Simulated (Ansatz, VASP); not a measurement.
## One calculation of ZnSe, two programs

The input POSCAR:

```
ZnSe
1.0
    0.0000000000      2.8147806350      2.8147806350
    2.8147806350      0.0000000000      2.8147806350
    2.8147806350      2.8147806350      0.0000000000
Se Zn
1 1
Direct
    0.7500000000      0.7500000000      0.7500000000
    0.0000000000      0.0000000000      0.0000000000
```

INCAR.step1

```
SYSTEM = ZnSe
PREC = Accurate ; ENCUT = 520
EDIFF = 1E-5 ; ISMEAR = -1
SIGMA = 0.05 ; LREAL = .FALSE.
LASPH = .TRUE. ; NELM = 80
ALGO = Normal ; ISIF = 2
LWAVE = .TRUE. ; GGA = PE
NBANDS = 16
```

The input INCAR.step2:

```
SYSTEM = ZnSe
PREC = Accurate ; ENCUT = 520
EDIFF = 1E-6 ; ISMEAR = -1
SIGMA = 0.05 ; LREAL = .FALSE.
LASPH = .TRUE. ; NELM = 80
ALGO = Normal ; ISIF = 2
LWAVE = .FALSE. ; LCHARG = .TRUE.
GGA = B5 ; LHFCALC = .TRUE.
AEXX = 0.5 ; ALDAX = 0.5
AGGAX = 0.5 ; AGGAC = 1.0
ALDAC = 0.0 ; PRECFOCK = Normal
LELF = .TRUE. ; LVHAR = .TRUE.
ISTART = 1 ; NBANDS = 16
```

The input KPOINTS:

```
Automatic mesh
0
G
  4 4 4
  0 0 0
```

File input.yaml:

```yaml
crystal:
  lattice:
    - [0.0, 2.814780635, 2.814780635]
    - [2.814780635, 0.0, 2.814780635]
    - [2.814780635, 2.814780635, 0.0]
  atoms:
    - { symbol: Se, position: [0.75, 0.75, 0.75] }
    - { symbol: Zn, position: [0.0, 0.0, 0.0] }
hamiltonian:
  xc: { name: BHLYP }
  pseudopotentials: { kind: paw }
kpoints:
  mp_grid: { grid: [4, 4, 4] }
scf:
  occupations: { method: fermi_dirac, width: 0.05 }
output:
  forces: true
  stress: true
  eigenvalues: true
  write_density: true
  write_potential: true
  elf: true
  volumetric_format: npy
```

Alike in both runs: task single point; functional BHLYP; k mesh 4 × 4 × 4; occupations fermi-dirac, width 0.05 eV; no spin polarisation.

|  | VASP | Ansatz |
| --- | --- | --- |
| version | VASP 6.6.1 | Ansatz 0.2.0 |
| potentials or method | VASP PAW PBE potentials, release 64 (Se, Zn) | Ansatz PAW |
| plane-wave cutoff (eV) | 520 | 420 |
| valence electrons in the cell | 18 | 28 |

|  | VASP | Ansatz | Ansatz less VASP |
| --- | --- | --- | --- |
| gap on the k mesh at the Fermi level (eV) | 5.18 | 5.08 | -0.094 |
| least direct gap on the mesh (eV) | 5.18 | 5.08 | -0.094 |
| pressure (GPa) | 4.5 | 4.9 | +0.40 |

VASP's potentials were made for PBE, not for BHLYP. With one functional, cell and mesh, what is left measures potentials, basis and numerics. VASP's potentials hold 18 valence electrons a cell and Ansatz's 28, so a difference there can come from the potentials and not from the codes.

The k mesh is coarse, so the values compare programs but aren't converged.
